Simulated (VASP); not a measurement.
# LiScBH4 (F-43m) in VASP: further runs

The runs below take LiScBH4 through single point, relaxation of cell and atoms, with PBE.

Everything below comes from runs of VASP 6.6.1. Logs are shortened: lines on timing, memory, paths and dates and some standing lists are left out, and cuts for length are marked.

### Step 1. The cell of the first run

The structure is cubic, space group F-43m (No. 216). Conventional cell: a = 6.893 Å, b = 6.893 Å, c = 6.893 Å, α = 90.00°, β = 90.00°, γ = 90.00°. Within 2.3 Å of Li (site symmetry -43m) lie 4 H at 1.74 Å. Within 3.8 Å of Sc (site symmetry -43m) lie 12 H at 2.91 Å and 4 Li at 2.98 Å and 6 B at 3.45 Å. Within 1.7 Å of B (site symmetry -43m) lie 4 H at 1.24 Å. Within 1.7 Å of H (site symmetry 3m) lie 1 B at 1.24 Å.

### Step 2. Single point, PBE

Input file INCAR:

```
SYSTEM = LiScBH4
PREC = Accurate
ENCUT = 520
EDIFF = 1E-6
ISMEAR = 0
SIGMA = 0.1
LREAL = .False.
LASPH = .True.
NELM = 100
ALGO = Normal
ISIF = 2
LWAVE = .False.
LCHARG = .False.
GGA = PE
NBANDS = 20
```

Input file KPOINTS:

```
Automatic mesh
0
Gamma
  10 10 10
  0 0 0
```

Input file POSCAR:

```
LiScBH4
1.0
    0.0000000000      3.4466954232      3.4466954232
    3.4466954232      0.0000000000      3.4466954232
    3.4466954232      3.4466954232      0.0000000000
Li Sc B H
1 1 1 4
Direct
    0.0000000000      0.0000000000      0.0000000000
    0.7500000000      0.7500000000      0.7500000000
    0.2500000000      0.2500000000      0.2500000000
    0.1461457068      0.1461457068      0.1461457068
    0.1461457068      0.1461457068      0.5615628795
    0.1461457068      0.5615628795      0.1461457068
    0.5615628795      0.1461457068      0.1461457068
```

Potentials or basis: VASP PAW PBE potentials, release 64 (Li_sv, Sc_sv, B, H).

Run with:

```console
$ cat potpaw_PBE.64/Li_sv/POTCAR potpaw_PBE.64/Sc_sv/POTCAR potpaw_PBE.64/B/POTCAR potpaw_PBE.64/H/POTCAR > POTCAR
$ mpirun -np 1 vasp_std > vasp.out
```

OUTCAR:

```text
SYSTEM = LiScBH4
   PREC = Accurate
   ENCUT = 520
   EDIFF = 1E-6
   ISMEAR = 0
   LREAL = .False.
   LASPH = .True.
   NELM = 100
   ISIF = 2
   GGA = PE

 ion  position               nearest neighbor table
   1  0.000  0.000  0.000-   4 1.74   5 1.74   6 1.74   7 1.74   2 2.98   2 2.98   2 2.98   2 2.98

   2  0.750  0.750  0.750-   1 2.98   1 2.98   1 2.98   1 2.98
   3  0.250  0.250  0.250-   5 1.24   6 1.24   7 1.24   4 1.24
   4  0.146  0.146  0.146-   3 1.24   1 1.74
   5  0.146  0.146  0.562-   3 1.24   1 1.74
   6  0.146  0.562  0.146-   3 1.24   1 1.74
   7  0.562  0.146  0.146-   3 1.24   1 1.74

  LATTYP: Found a face centered cubic cell.
 ALAT       =     6.8933908464

  Lattice vectors:

 A1 = (   0.0000000000,   3.4466954232,   3.4466954232)
 A2 = (   3.4466954232,   0.0000000000,   3.4466954232)
 A3 = (   3.4466954232,   3.4466954232,   0.0000000000)

Analysis of symmetry for initial positions (statically):
=====================================================================
 Subroutine PRICEL returns:
 Original cell was already a primitive cell.

 Routine SETGRP: Setting up the symmetry group for a
 face centered cubic supercell.

 Subroutine GETGRP returns: Found 24 space group operations
 (whereof 24 operations were pure point group operations)
 out of a pool of 48 trial point group operations.

The static configuration has the point symmetry T_d .

Analysis of symmetry for dynamics (positions and initial velocities):
=====================================================================
 Subroutine PRICEL returns:
 Original cell was already a primitive cell.

 Routine SETGRP: Setting up the symmetry group for a
 face centered cubic supercell.

 Subroutine GETGRP returns: Found 24 space group operations
 (whereof 24 operations were pure point group operations)
 out of a pool of 48 trial point group operations.

The dynamic configuration has the point symmetry T_d .

 Subroutine INISYM returns: Found 24 space group operations
 (whereof 24 operations are pure point group operations),
 and found     1 'primitive' translations

----------------------------------------------------------------------------------------

                                     Primitive cell

  volume of cell :      81.8915

  direct lattice vectors                    reciprocal lattice vectors
     0.000000000  3.446695423  3.446695423    -0.145066488  0.145066488  0.145066488
     3.446695423  0.000000000  3.446695423     0.145066488 -0.145066488  0.145066488
     3.446695423  3.446695423  0.000000000     0.145066488  0.145066488 -0.145066488

  length of vectors
     4.874363413  4.874363413  4.874363413     0.251262528  0.251262528  0.251262528

  position of ions in fractional coordinates (direct lattice)
     0.000000000  0.000000000  0.000000000
     0.750000000  0.750000000  0.750000000
     0.250000000  0.250000000  0.250000000
     0.146145707  0.146145707  0.146145707
     0.146145707  0.146145707  0.561562880
     0.146145707  0.561562880  0.146145707
     0.561562880  0.146145707  0.146145707

  ion indices of the primitive-cell ions
   primitive index   ion index
                 1           1
                 2           2
                 3           3
                 4           4
                 5           5
                 6           6
                 7           7

----------------------------------------------------------------------------------------

 KPOINTS: Automatic mesh

Automatic generation of k-mesh.
 Grid dimensions read from file:
 generate k-points for:   10   10   10

 Generating k-lattice:

  Cartesian coordinates                     Fractional coordinates (reciprocal lattice)
    -0.014506649  0.014506649  0.014506649     0.100000000  0.000000000  0.000000000
     0.014506649 -0.014506649  0.014506649     0.000000000  0.100000000  0.000000000
     0.014506649  0.014506649 -0.014506649     0.000000000  0.000000000  0.100000000

  Length of vectors
     0.025126253  0.025126253  0.025126253

  Shift w.r.t. Gamma in fractional coordinates (k-lattice)
     0.000000000  0.000000000  0.000000000

 Subroutine IBZKPT returns following result:
 ===========================================

 Found     47 irreducible k-points:

 Following reciprocal coordinates:
            Coordinates               Weight
  0.000000  0.000000  0.000000      1.000000
  0.100000  0.000000  0.000000      8.000000
  0.200000  0.000000  0.000000      8.000000
  0.300000  0.000000  0.000000      8.000000
  0.400000  0.000000  0.000000      8.000000
  0.500000  0.000000  0.000000      4.000000
[... 16 lines left out ...]
  0.300000  0.300000  0.000000      6.000000
  0.400000  0.300000  0.000000     24.000000
 [... further k-points ...]
   k-points           NKPTS =     47   k-points in BZ     NKDIM =     47   number of bands    NBANDS=     20
   number of dos      NEDOS =    301   number of ions     NIONS =      7
   total plane-waves  NPLWV =  46656
   dimension x,y,z NGX =    36 NGY =   36 NGZ =   36
   dimension x,y,z NGXF=    72 NGYF=   72 NGZF=   72
   ions per type =               1   1   1   4
   NGX,Y,Z   is equivalent  to a cutoff of  12.28, 12.28, 12.28 a.u.
   NGXF,Y,Z  is equivalent  to a cutoff of  24.56, 24.56, 24.56 a.u.
 SYSTEM =  LiScBH4
   PREC   = accura    normal or accurate (medium, high low for compatibility)
   ISTART =      0    job   : 0-new  1-cont  2-samecut
   ICHARG =      2    charge: 1-file 2-atom 10-const
   ISPIN  =      1    spin polarized calculation?
   LNONCOLLINEAR =      F non collinear calculations
   LSORBIT =      F    spin-orbit coupling
   LASPH  =      T    aspherical Exc in radial PAW
   ENCUT  =  520.0 eV  38.22 Ry    6.18 a.u.   9.06  9.06  9.06*2*pi/ulx,y,z
   NELM   =    100;   NELMIN=  2; NELMDL= -5     # of ELM steps
   EDIFF  = 0.1E-05   stopping-criterion for ELM
   LREAL  =      F    real-space projection
   EDIFFG = 0.1E-04   stopping-criterion for IOM
   NSW    =      0    number of steps for IOM
   IBRION =     -1    ionic relax: 0-MD 1-quasi-New 2-CG
   NFREE  =      0    steps in history (QN), initial steepest desc. (CG)
   ISIF   =      2    stress and relaxation
   ISYM   =      2    0-nonsym 1-usesym 2-fastsym
   POTIM  = 0.5000    time-step for ionic-motion
   TEBEG  =    0.0;   TEEND  =   0.0 temperature during run
   PSTRESS=    0.0 pullay stress
   NELECT =      21.0000    total number of electrons
   NUPDOWN=      -1.0000    fix difference up-down
   EMIN   =  10.00;   EMAX   =-10.00  energy-range for DOS
   EFERMI =   0.00;   METHOD = LEGACY
   ISMEAR =     0;   SIGMA  =   0.10  broadening in eV -4-tet -1-fermi 0-gaus
   EFERMI_NEDOS =   21; number of points for ismear=-14 and -15
   IALGO  =     38    algorithm
   IMIX   =      4    mixing-type and parameters
     AMIX     =   0.40;   BMIX     =  1.00
     AMIX_MAG =   1.60;   BMIX_MAG =  1.00
  volume/ion in A,a.u.               =      11.70        78.95
  Fermi-wavevector in a.u.,A,eV,Ry     =   1.040084  1.965473 14.718435  1.081774
  Thomas-Fermi vector in A             =   2.174644
   LORBIT       =      0    0 simple, 1 ext, 2 COOP (PROOUT), +10 PAW based schemes
   GGA     = PE    functional components
   LHFCALC =     F    Hartree Fock is set to
   AEXX    =    0.0000 exact exchange contribution
   IVDW    =     0    specifies the selected vdW correction
   LEPSILON=     F    determine dielectric tensor
   LRPA    =     F    only Hartree local field effects (RPA)
 non-spin polarized calculation
 Gauss-broadening in eV      SIGMA  =   0.10
  energy-cutoff  :      520.00
  volume of cell :       81.89
 maximum number of plane-waves:      2229
   NGX = 19   NGY = 19   NGZ = 19

 number of electron      20.9999982 magnetization

 Free energy of the ion-electron system (eV)
  ---------------------------------------------------
  ext. energy  EPLUGINS =         0.00000000
  ---------------------------------------------------
  free energy    TOTEN  =       -25.82357473 eV

  energy without entropy =      -25.79844906  energy(sigma->0) =      -25.81101189

 E-fermi :   2.3776     XC(G=0):  -8.2704

 val. band max:        2.3751341706   @ k =   0.3000   0.0000   0.0000
 cond. band min:       2.3836255848   @ k =  -0.3000   0.5000   0.2000
 fundamental gap:      0.0084914142
 Fermi energy:         2.3775940587

 k-point     1 :       0.0000    0.0000    0.0000
  band No.  band energies     occupation
      1     -48.5436      2.00000
      2     -45.2001      2.00000
      3     -27.1825      2.00000
      4     -27.1825      2.00000
      5     -27.1825      2.00000
      6      -9.0137      2.00000
[... 12 lines left out ...]
     19       7.6373      0.00000
     20       8.9719      0.00000

 k-point     2 :       0.1000    0.0000    0.0000
  band No.  band energies     occupation
      1     -48.5435      2.00000
      2     -45.2000      2.00000
      3     -27.1828      2.00000
      4     -27.1825      2.00000
      5     -27.1825      2.00000
      6      -8.9788      2.00000
[... 12 lines left out ...]
     19       7.7285      0.00000
     20       8.6991      0.00000

 k-point     3 :       0.2000    0.0000    0.0000
  band No.  band energies     occupation
      1     -48.5435      2.00000
      2     -45.2000      2.00000
      3     -27.1839      2.00000
      4     -27.1827      2.00000
      5     -27.1827      2.00000
      6      -8.8830      2.00000
[... 12 lines left out ...]
     19       7.9461      0.00000
     20       8.4066      0.00000

 k-point     4 :       0.3000    0.0000    0.0000
  band No.  band energies     occupation
      1     -48.5434      2.00000
      2     -45.2001      2.00000
      3     -27.1852      2.00000
      4     -27.1829      2.00000
      5     -27.1829      2.00000
      6      -8.7533      2.00000
[... 429 lines left out ...]
 k-point    23 :       0.3000    0.3000    0.0000
  band No.  band energies     occupation
      1     -48.5433      2.00000
      2     -45.2001      2.00000
      3     -27.1849      2.00000
      4     -27.1836      2.00000
      5     -27.1836      2.00000
      6      -8.6937      2.00000
[... 12 lines left out ...]
     19       6.4982      0.00000
     20       9.1162      0.00000

 k-point    24 :       0.4000    0.3000    0.0000
  band No.  band energies     occupation
      1     -48.5433      2.00000
      2     -45.2001      2.00000
      3     -27.1855      2.00000
      4     -27.1839      2.00000
      5     -27.1838      2.00000
      6      -8.6150      2.00000
[... 12 lines left out ...]
     19       6.5968      0.00000
     20       8.8535      0.00000

 [... further k-points ...]
[... 5 lines left out ...]
  --------------------------------------------------------------------------------------
  -------------------------------------------------------------------------------------
  Total       -0.0440538     -0.0440538     -0.0440538     -0.0000000     -0.0000000      0.0000000
  in kB       -0.8618971     -0.8618971     -0.8618971     -0.0000000     -0.0000000      0.0000000
  external PRESSURE =      -0.8618971 kB  Pullay stress =       0.0000000 kB

 VOLUME and BASIS-vectors are now :
 -----------------------------------------------------------------------------
  energy-cutoff  :      520.00
  volume of cell :       81.89
      direct lattice vectors                 reciprocal lattice vectors
     0.000000000  3.446695423  3.446695423    -0.145066488  0.145066488  0.145066488
     3.446695423  0.000000000  3.446695423     0.145066488 -0.145066488  0.145066488
     3.446695423  3.446695423  0.000000000     0.145066488  0.145066488 -0.145066488

 POSITION                                       TOTAL-FORCE (eV/Angst)
 -----------------------------------------------------------------------------------
      0.00000      0.00000      0.00000        -0.000000     -0.000000      0.000000
      5.17004      5.17004      5.17004         0.000000      0.000000      0.000000
      1.72335      1.72335      1.72335        -0.000000     -0.000000      0.000000
      1.00744      1.00744      1.00744        -0.006729     -0.006729     -0.006729
      2.43926      2.43926      1.00744         0.006729      0.006729     -0.006729
      2.43926      1.00744      2.43926         0.006729     -0.006729      0.006729
      1.00744      2.43926      2.43926        -0.006729      0.006729      0.006729
 -----------------------------------------------------------------------------------
    total drift:                                0.000000      0.000000      0.000000

  FREE ENERGIE OF THE ION-ELECTRON SYSTEM (eV)
  ---------------------------------------------------
  free  energy   TOTEN  =       -25.8235747256 eV

  energy  without entropy=      -25.7984490611  energy(sigma->0) =      -25.81101189
```

It took 69 s on 1 thread of AMD EPYC 7R13 (Zen 3), shared host; peak memory 0.22 GiB.

What came out:

| Item | Value |
| --- | --- |
| Free energy | -25.8236 eV |
| Largest force | 0.012 eV/Å |

Forces on the atoms (eV/Å):
```
Li   0.000  0.000  0.000
Sc   0.000  0.000  0.000
B    0.000  0.000  0.000
H   -0.007 -0.007 -0.007
H    0.007  0.007 -0.007
H    0.007 -0.007  0.007
H   -0.007  0.007  0.007
```

Levels at points of the mesh, in eV from the Fermi level:
| k point | band 8 | band 9 | band 10 | band 11 | band 12 | band 13 |
| --- | --- | --- | --- | --- | --- | --- |
| (0.00, 0.00, 0.00) | -5.89 | -5.89 | -0.99 | -0.48 | -0.48 | -0.48 |
| (0.50, 0.00, 0.00) | -6.11 | -6.11 | -0.06 | 0.38 | 0.38 | 0.46 |
| (0.50, 0.50, 0.00) | -6.24 | -6.24 | -0.84 | -0.61 | 0.67 | 0.67 |

Caveat: the cutoff is under 1.25 times the usual one of these potentials, so pressure, stress and relaxed cells hold a basis-set (Pulay) error.

[end of part 1 of 2]
